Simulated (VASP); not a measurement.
# Li in VASP: notebook

The runs below take Li through relaxation of cell and atoms, single point, with PBE.

Program: VASP 6.6.1. These are calculated values, not measurements. Logs are shortened: lines on timing, memory, paths and dates and some standing lists are left out, and cuts for length are marked.

## Step 1: The cell of the first run

The typed cell holds 4 atoms: a = 5.825 Å, b = 5.825 Å, c = 3.094 Å, α = 90.00°, β = 90.00°, γ = 129.20°.

## Step 2: Relaxation of cell and atoms, PBE

Contents of INCAR:

```
SYSTEM = Li
PREC     = Accurate       ! precision mode
ENCUT    = 600            ! plane-wave cutoff, eV
EDIFF    = 1E-7           ! SCF threshold, eV
ISMEAR   = 0              ! smearing method
SIGMA    = 0.1            ! smearing width, eV
LREAL    = .False.        ! projectors in reciprocal space
LASPH    = .True.         ! aspherical terms in the spheres
NELM     = 100            ! most SCF steps
ALGO     = Normal         ! electronic algorithm
ISIF     = 3              ! what is computed and relaxed
LWAVE    = .False.        ! write WAVECAR
LCHARG   = .False.        ! write CHGCAR
GGA      = PE             ! functional
IBRION   = 2              ! ionic algorithm
NSW      = 100            ! ionic steps
EDIFFG   = -0.01          ! ionic threshold
```

Contents of KPOINTS:

```
Automatic mesh
0
Gamma
  10 10 14
  0 0 0
```

Contents of POSCAR:

```
Li
1.0
    2.4985855132     -5.2622455418      0.0000000000
    2.4985855132      5.2622455418      0.0000000000
    0.0000000000      0.0000000000      3.0939761879
Li
4
Direct
    0.1304275176      0.8695724824     -0.0000542895
    0.6304275176      0.3695724824      0.5000542895
    0.8695724824      0.1304275176      1.0000542895
    0.3695724824      0.6304275176      0.4999457105
```

Potentials or basis: VASP PAW PBE potentials, release 64 (Li_sv).

On the command line:

```bash
$ cat potpaw_PBE.64/Li_sv/POTCAR > POTCAR
$ mpirun -np 1 vasp_std > vasp.out
```

OUTCAR:

```text
SYSTEM = Li
   PREC = Accurate
   ENCUT = 600
   EDIFF = 1E-7
   ISMEAR = 0
   LREAL = .False.
   LASPH = .True.
   NELM = 100
   ISIF = 3
   GGA = PE
   IBRION = 2
   NSW = 100
   EDIFFG = -0.01

 ion  position               nearest neighbor table
   1  0.130  0.870  1.000-
   2  0.630  0.370  0.500-
   3  0.870  0.130  0.000-
   4  0.370  0.630  0.500-

  LATTYP: Found a base centered orthorhombic cell.
 ALAT       =     4.9971710264
 B/A-ratio  =     2.1060898312
 C/A-ratio  =     0.6191455469

  Lattice vectors:

 A1 = (   2.4985855132,  -5.2622455418,   0.0000000000)
 A2 = (   2.4985855132,   5.2622455418,   0.0000000000)
 A3 = (   0.0000000000,   0.0000000000,   3.0939761879)

Analysis of symmetry for initial positions (statically):
=====================================================================
 Subroutine PRICEL returns:
 Original cell was already a primitive cell.

 Routine SETGRP: Setting up the symmetry group for a
 base centered orthorhombic supercell.

 Subroutine GETGRP returns: Found  8 space group operations
 (whereof  4 operations were pure point group operations)
 out of a pool of  8 trial point group operations.

The static configuration has the point symmetry C_2h.
 The point group associated with its full space group is D_2h.

Analysis of symmetry for dynamics (positions and initial velocities):
=====================================================================
 Subroutine PRICEL returns:
 Original cell was already a primitive cell.

 Routine SETGRP: Setting up the symmetry group for a
 base centered orthorhombic supercell.

 Subroutine GETGRP returns: Found  8 space group operations
 (whereof  4 operations were pure point group operations)
 out of a pool of  8 trial point group operations.

The dynamic configuration has the point symmetry C_2h.
 The point group associated with its full space group is D_2h.

 Subroutine INISYM returns: Found  8 space group operations
 (whereof  4 operations are pure point group operations),
 and found     1 'primitive' translations

----------------------------------------------------------------------------------------

                                     Primitive cell

  volume of cell :      81.3603

  direct lattice vectors                    reciprocal lattice vectors
     2.498585513 -5.262245542  0.000000000     0.200113223 -0.095016471  0.000000000
     2.498585513  5.262245542  0.000000000     0.200113223  0.095016471  0.000000000
     0.000000000  0.000000000  3.093976188     0.000000000  0.000000000  0.323208693

  length of vectors
     5.825303229  5.825303229  3.093976188     0.221525240  0.221525240  0.323208693

  position of ions in fractional coordinates (direct lattice)
     0.130427518  0.869572482  0.999945711
     0.630427518  0.369572482  0.500054289
     0.869572482  0.130427518  0.000054289
     0.369572482  0.630427518  0.499945711

  ion indices of the primitive-cell ions
   primitive index   ion index
                 1           1
                 2           2
                 3           3
                 4           4

----------------------------------------------------------------------------------------

 KPOINTS: Automatic mesh

Automatic generation of k-mesh.
 Grid dimensions read from file:
 generate k-points for:   10   10   14

 Generating k-lattice:

  Cartesian coordinates                     Fractional coordinates (reciprocal lattice)
     0.020011322 -0.009501647  0.000000000     0.100000000 -0.000000000  0.000000000
     0.020011322  0.009501647  0.000000000    -0.000000000  0.100000000  0.000000000
     0.000000000  0.000000000  0.023086335     0.000000000  0.000000000  0.071428571

  Length of vectors
     0.022152524  0.022152524  0.023086335

  Shift w.r.t. Gamma in fractional coordinates (k-lattice)
     0.000000000  0.000000000  0.000000000

 Subroutine IBZKPT returns following result:
 ===========================================

 Found    248 irreducible k-points:

 Following reciprocal coordinates:
            Coordinates               Weight
  0.000000  0.000000  0.000000      1.000000
  0.100000 -0.000000  0.000000      4.000000
  0.200000 -0.000000  0.000000      4.000000
  0.300000 -0.000000  0.000000      4.000000
  0.400000 -0.000000  0.000000      4.000000
  0.500000 -0.000000  0.000000      2.000000
[... 16 lines left out ...]
  0.300000  0.300000  0.000000      2.000000
  0.400000  0.300000  0.000000      4.000000
 [... further k-points ...]
   k-points           NKPTS =    248   k-points in BZ     NKDIM =    248   number of bands    NBANDS=     10
   number of dos      NEDOS =    301   number of ions     NIONS =      4
   total plane-waves  NPLWV =  64512
   dimension x,y,z NGX =    48 NGY =   48 NGZ =   28
   dimension x,y,z NGXF=    96 NGYF=   96 NGZF=   56
   ions per type =               4
   NGX,Y,Z   is equivalent  to a cutoff of  13.70, 13.70, 15.04 a.u.
   NGXF,Y,Z  is equivalent  to a cutoff of  27.40, 27.40, 30.09 a.u.
 SYSTEM =  Li
   PREC   = accura    normal or accurate (medium, high low for compatibility)
   ISTART =      0    job   : 0-new  1-cont  2-samecut
   ICHARG =      2    charge: 1-file 2-atom 10-const
   ISPIN  =      1    spin polarized calculation?
   LNONCOLLINEAR =      F non collinear calculations
   LSORBIT =      F    spin-orbit coupling
   LASPH  =      T    aspherical Exc in radial PAW
   ENCUT  =  600.0 eV  44.10 Ry    6.64 a.u.  11.63 11.63  6.18*2*pi/ulx,y,z
   NELM   =    100;   NELMIN=  2; NELMDL= -5     # of ELM steps
   EDIFF  = 0.1E-06   stopping-criterion for ELM
   LREAL  =      F    real-space projection
   EDIFFG = -.1E-01   stopping-criterion for IOM
   NSW    =    100    number of steps for IOM
   IBRION =      2    ionic relax: 0-MD 1-quasi-New 2-CG
   NFREE  =      1    steps in history (QN), initial steepest desc. (CG)
   ISIF   =      3    stress and relaxation
   ISYM   =      2    0-nonsym 1-usesym 2-fastsym
   POTIM  = 0.5000    time-step for ionic-motion
   TEBEG  =    0.0;   TEEND  =   0.0 temperature during run
   PSTRESS=    0.0 pullay stress
   NELECT =      12.0000    total number of electrons
   NUPDOWN=      -1.0000    fix difference up-down
   EMIN   =  10.00;   EMAX   =-10.00  energy-range for DOS
   EFERMI =   0.00;   METHOD = LEGACY
   ISMEAR =     0;   SIGMA  =   0.10  broadening in eV -4-tet -1-fermi 0-gaus
   EFERMI_NEDOS =   21; number of points for ismear=-14 and -15
   IALGO  =     38    algorithm
   IMIX   =      4    mixing-type and parameters
     AMIX     =   0.40;   BMIX     =  1.00
     AMIX_MAG =   1.60;   BMIX_MAG =  1.00
  volume/ion in A,a.u.               =      20.34       137.26
  Fermi-wavevector in a.u.,A,eV,Ry     =   0.864964  1.634544 10.179362  0.748162
  Thomas-Fermi vector in A             =   1.983137
   LORBIT       =      0    0 simple, 1 ext, 2 COOP (PROOUT), +10 PAW based schemes
   GGA     = PE    functional components
   LHFCALC =     F    Hartree Fock is set to
   AEXX    =    0.0000 exact exchange contribution
   IVDW    =     0    specifies the selected vdW correction
   LEPSILON=     F    determine dielectric tensor
   LRPA    =     F    only Hartree local field effects (RPA)
 conjugate gradient relaxation of ions
 non-spin polarized calculation
 Gauss-broadening in eV      SIGMA  =   0.10
  energy-cutoff  :      600.00
  volume of cell :       81.36
 maximum number of plane-waves:      2734
   NGX = 23   NGY = 23   NGZ = 13

--------------------------------------- Ionic step        1  -------------------------------------------

 number of electron      11.9999993 magnetization

 Free energy of the ion-electron system (eV)
  ---------------------------------------------------
  ext. energy  EPLUGINS =         0.00000000
  ---------------------------------------------------
  free energy    TOTEN  =        -7.47676960 eV

  energy without entropy =       -7.46773835  energy(sigma->0) =       -7.47225398

------------------------ aborting loop because EDIFF is reached ----------------------------------------

  FORCE on cell =-STRESS in cart. coord.  units (eV):
  Direction    XX          YY          ZZ          XY          YZ          ZX
  --------------------------------------------------------------------------------------
  -------------------------------------------------------------------------------------
  Total       -0.0358283      0.0094743     -0.1544737      0.0000000      0.0000000      0.0000000
  in kB       -0.7055456      0.1865715     -3.0419552      0.0000000      0.0000000      0.0000000
  external PRESSURE =      -1.1869764 kB  Pullay stress =       0.0000000 kB
[... 175 lines left out ...]
  energy  without entropy=       -7.4688038380  energy(sigma->0) =       -7.47322325

--------------------------------------- Ionic step        6  -------------------------------------------

 number of electron      12.0000000 magnetization

 Free energy of the ion-electron system (eV)
  ---------------------------------------------------
  ext. energy  EPLUGINS =         0.00000000
  ---------------------------------------------------
  free energy    TOTEN  =        -7.47780988 eV

  energy without entropy =       -7.46889214  energy(sigma->0) =       -7.47335101

 E-fermi :   0.6215     XC(G=0):  -7.0616

 val. band max:        0.6165911150   @ k =   0.4000  -0.0000   0.1429
 cond. band min:       0.6216598160   @ k =  -0.3000   0.2000   0.0000
 fundamental gap:      0.0050687010
 Fermi energy:         0.6214946877

 k-point     1 :       0.0000    0.0000    0.0000
  band No.  band energies     occupation
      1     -45.9473      2.00000
      2     -45.9270      2.00000
      3     -45.9190      2.00000
      4     -45.9174      2.00000
      5      -2.9150      2.00000
      6       0.1902      2.00000
      7       1.7090      0.00000
      8       2.0264      0.00000
      9       2.9862      0.00000
     10       4.1196      0.00000
[... 287 lines left out ...]
 k-point    24 :       0.4000    0.3000    0.0000
  band No.  band energies     occupation
      1     -45.9349      2.00000
      2     -45.9317      2.00000
      3     -45.9312      2.00000
      4     -45.9131      2.00000
      5      -1.6982      2.00000
      6      -1.2754      2.00000
      7      -0.7876      2.00000
      8       2.8784      0.00000
      9       4.3193      0.00000
     10       5.8547      0.00000

 [... further k-points ...]
[... 5 lines left out ...]
  --------------------------------------------------------------------------------------
  -------------------------------------------------------------------------------------
  Total        0.0134231      0.0256083     -0.0011896      0.0000000      0.0000000      0.0000000
  in kB        0.2674154      0.5101695     -0.0236998      0.0000000      0.0000000      0.0000000
  external PRESSURE =       0.2512950 kB  Pullay stress =       0.0000000 kB
[... 19 lines left out ...]
  FREE ENERGIE OF THE ION-ELECTRON SYSTEM (eV)
  ---------------------------------------------------
  free  energy   TOTEN  =        -7.4778098785 eV

  energy  without entropy=       -7.4688921386  energy(sigma->0) =       -7.47335101

 reached required accuracy - stopping structural energy minimisation
```

Run time: 24 min. Hardware: 1 thread of AMD EPYC 7R43 (Zen 3), shared host; peak memory 0.31 GiB.

What came out:

```yaml
Free_energy: -7.4778 eV
Relaxed_volume: 20.11 Å³/atom
Relaxed_cell: a = 5.825 Å, b = 5.825 Å, c = 3.052 Å, α = 90.00°, β = 90.00°, γ = 129.04°
Space_group_after_relaxing_to_0.05_Å: Fmmm (No. 69)
Energy_gained_by_relaxing: 0.3 meV/atom
Ionic_steps: 6
Pressure_after_relaxing: 0.0 GPa
Band_gap_on_the_k_mesh: zero (band 6 reaches 1.95 eV, above the bottom of band 7 at -1.10 eV)
```

Step by step:
| step | energy change (eV) | largest force (eV/Å) | pressure (GPa) | volume (Å³) |
| --- | --- | --- | --- | --- |
| 1 | 0.0000 | 0.0017 | -0.12 | 81.36 |
| 2 | -0.0003 | 0.0028 | -0.09 | 81.18 |
| 3 | -0.0007 | 0.0062 | -0.01 | 80.65 |
| 4 | -0.0008 | 0.0073 | 0.02 | 80.48 |
| 5 | -0.0009 | 0.0059 | 0.02 | 80.46 |
| 6 | -0.0010 | 0.0015 | 0.03 | 80.42 |

Final structure:
```
Li
1.0
     2.50574   -5.25839    0.00000
     2.50574    5.25839    0.00000
     0.00000    0.00000    3.05182
Li
4
Direct
  0.13013 0.86987 0.99997
  0.63013 0.36987 0.50003
  0.86987 0.13013 0.00003
  0.36987 0.63013 0.49997
```

Levels at points of the mesh, in eV from the Fermi level:
```
           k point  band 4  band 5  band 6  band 7  band 8  band 9
(0.00, 0.00, 0.00)  -46.54   -3.54   -0.43    1.09    1.40    2.36
(0.50, 0.00, 0.00)  -46.54   -2.17   -2.17   -0.11   -0.11    4.59
(0.50, 0.50, 0.00)  -46.53   -2.59   -2.48   -0.07    2.93    4.22
(0.00, 0.00, 0.50)  -46.54   -0.56   -0.56    3.40    3.40    3.49
(0.50, 0.00, 0.50)  -46.54    0.10    0.10    1.36    1.36    3.12
(0.50, 0.50, 0.50)  -46.54    0.47    0.47    0.50    0.50    3.90
```

Caveat: the cutoff is under 1.25 times the usual one of these potentials, so pressure, stress and relaxed cells hold a basis-set (Pulay) error.

## Step 3: Single point, PBE

This run uses another cell than the first one, of 20.10 Å³/atom, 0.988 times its volume.

Contents of INCAR:

```
PREC = Accurate ; ENCUT = 520
EDIFF = 1E-7 ; ISMEAR = 0
SIGMA = 0.1 ; LREAL = False
LASPH = True ; NELM = 100
ALGO = Normal ; ISIF = 2
LWAVE = False ; LCHARG = True
GGA = PE ; LELF = True
LVHAR = True ; NBANDS = 14
```

Contents of KPOINTS:

```
Automatic mesh
0
Gamma
  6 6 4
```

Contents of POSCAR:

```
Li
1.0
    1.5810737421     -5.2095324616      0.0000000000
    1.5810737421      5.2095324616      0.0000000000
    0.0000000000      0.0000000000      4.8803180419
Li
4
Direct
    0.1310580507      0.8689419493      1.0005791851
    0.6310580507      0.3689419493      0.4994208149
    0.8689419493      0.1310580507     -0.0005791851
    0.3689419493      0.6310580507      0.5005791851
```

Potentials or basis: VASP PAW PBE potentials, release 64 (Li_sv).

On the command line:

```bash
$ cat potpaw_PBE.64/Li_sv/POTCAR > POTCAR
$ mpirun -np 1 vasp_std > vasp.out
```

It took 80 s on 1 thread of AMD EPYC 7R43 (Zen 3), shared host; peak memory 0.18 GiB.

Results (log left out):

```yaml
Free_energy: -7.4713 eV
Largest_force: 0.014 eV/Å
Band_gap_on_the_k_mesh: zero (band 6 reaches 1.87 eV, above the bottom of band 7 at -0.58 eV)
```

Forces on the atoms (eV/Å):
```
Li   0.000  0.011 -0.010
Li   0.000  0.011  0.010
Li   0.000 -0.011  0.010
Li   0.000 -0.011 -0.010
```

Levels at points of the mesh, in eV from the Fermi level:
| k point | band 2 | band 3 | band 4 | band 5 | band 6 | band 7 | band 8 | band 9 | band 10 | band 11 |
| --- | --- | --- | --- | --- | --- | --- | --- | --- | --- | --- |
| (0.00, 0.00, 0.00) | -46.53 | -46.53 | -46.51 | -3.51 | -0.34 | 0.18 | 2.49 | 3.27 | 4.56 | 4.83 |
| (0.50, 0.00, 0.00) | -46.53 | -46.52 | -46.52 | -0.46 | -0.46 | 1.64 | 1.64 | 4.21 | 4.21 | 5.18 |
| (0.50, 0.50, 0.00) | -46.54 | -46.52 | -46.52 | -2.56 | -2.42 | 1.33 | 1.72 | 3.85 | 3.86 | 6.74 |
| (0.00, 0.00, 0.50) | -46.54 | -46.52 | -46.52 | -2.35 | -2.35 | 1.19 | 1.19 | 3.16 | 3.16 | 8.54 |
| (0.50, 0.00, 0.50) | -46.53 | -46.52 | -46.52 | 0.00 | 0.00 | 1.24 | 1.24 | 2.97 | 2.97 | 4.74 |
| (0.50, 0.50, 0.50) | -46.53 | -46.53 | -46.53 | -1.36 | -1.36 | -1.18 | -1.18 | 7.26 | 7.26 | 7.43 |

Caveat: the cutoff is under 1.25 times the usual one of these potentials, so pressure, stress and relaxed cells hold a basis-set (Pulay) error.
